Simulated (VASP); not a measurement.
Runs of VASP 6.6.1 on Sb2P3H. The structure is that of space group P6/mmm (No. 191), or close to it. The cells are those of the table. 

```tsv
task	cell	k mesh	cutoff (eV)	gap on the mesh (eV)	pressure (GPa)	relaxed volume (Å³/atom)
relaxation of cell and atoms	relaxed from a = 5.103, b = 5.103, c = 5.465 Å, angles 90.0, 90.0, 120.0°, 6 atoms	12 × 12 × 8	600	none	0.0	20.34
single point	a = 4.848, b = 4.848, c = 7.238 Å, angles 90.0, 90.0, 120.0°, 6 atoms	6 × 6 × 4	520	none	-0.4	-
single point	a = 5.123, b = 5.123, c = 5.378 Å, angles 90.0, 90.0, 120.0°, 6 atoms	12 × 12 × 8	520	none	-0.1	-
relaxation of cell and atoms	relaxed from a = 4.848, b = 4.848, c = 7.238 Å, angles 90.0, 90.0, 120.0°, 6 atoms	6 × 6 × 4	600	none	0.0	(a)
single point	a = 5.103, b = 5.103, c = 5.465 Å, angles 90.0, 90.0, 120.0°, 6 atoms	6 × 6 × 4	520	none	-0.1	-
```

Alike in all rows: level PBE; potentials or basis VASP PAW PBE potentials, release 64 (Sb, H, P); no spin polarisation; smearing gaussian 0.1 eV.

Task: Estimate the missing entries.

Result: (a) 20.48.

Caveats: spin-orbit coupling is left out, which moves the levels of the heavy elements; this functional lacks dispersion, which binds the layers, so the pressure and a relaxed spacing across them are unreliable (some runs); the volume moved by over 15 % at a fixed basis, so the end points are rough (some runs).

A k mesh can miss the band edges, and the runs leave out spin-orbit coupling on Sb.

A gap of «none» marks levels without a gap at the run's occupations.
